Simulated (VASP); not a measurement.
Wanted: the native input for a VASP 6.6.1 run.

- Task: electric field gradients
- Functional: PBE
- Potentials or basis: VASP PAW PBE potentials, release 64 (In_d, Sb)
- Cutoff: 520 eV
- k mesh: 10 × 10 × 10
- Occupations: fermi-dirac, width 0.03 eV
- Spin: no spin polarisation
- Dipole correction: no
- Further INCAR settings: ALGO = Normal; EDIFF = 1e-08; NBANDS = 16

The structure of InSb lies in POSCAR:

```
InSb
1.0
    0.0000000000      3.2498612086      3.2498612086
    3.2498612086      0.0000000000      3.2498612086
    3.2498612086      3.2498612086      0.0000000000
In Sb
1 1
Direct
    0.0000000000      0.0000000000      0.0000000000
    0.7500000000      0.7500000000      0.7500000000
```

The input as run:

INCAR

```
ALGO = Normal ; EDIFF = 1E-8
ENCUT = 520 ; GGA = PE
ISIF = 2 ; ISMEAR = -1
LASPH = True ; LCHARG = False
LEFG = True ; LREAL = False
LWAVE = False ; NBANDS = 16
NELM = 100 ; PREC = Accurate
SIGMA = 0.03
```

KPOINTS

```
k-points
0
Gamma
  10 10 10
```

Potentials or basis: VASP PAW PBE potentials, release 64 (In_d, Sb).

Run with:

```sh
$ cat potpaw_PBE.64/In_d/POTCAR potpaw_PBE.64/Sb/POTCAR > POTCAR
$ mpirun -np 1 vasp_std > vasp.out
```

Results of the run:

* Pressure: 2.6 GPa
* Band gap on the k mesh: zero (filled and empty bands touch)
* Largest electric field gradient by atom: zero within the noise of the run

Caveat: semilocal functionals underestimate gaps, so a narrow gap can read as zero; spin-orbit coupling is left out, which moves the levels of the heavy elements.

Wall time 61 s on 1 thread of Intel Xeon 8259CL, with other jobs on the host, peak memory 0.23 GiB.
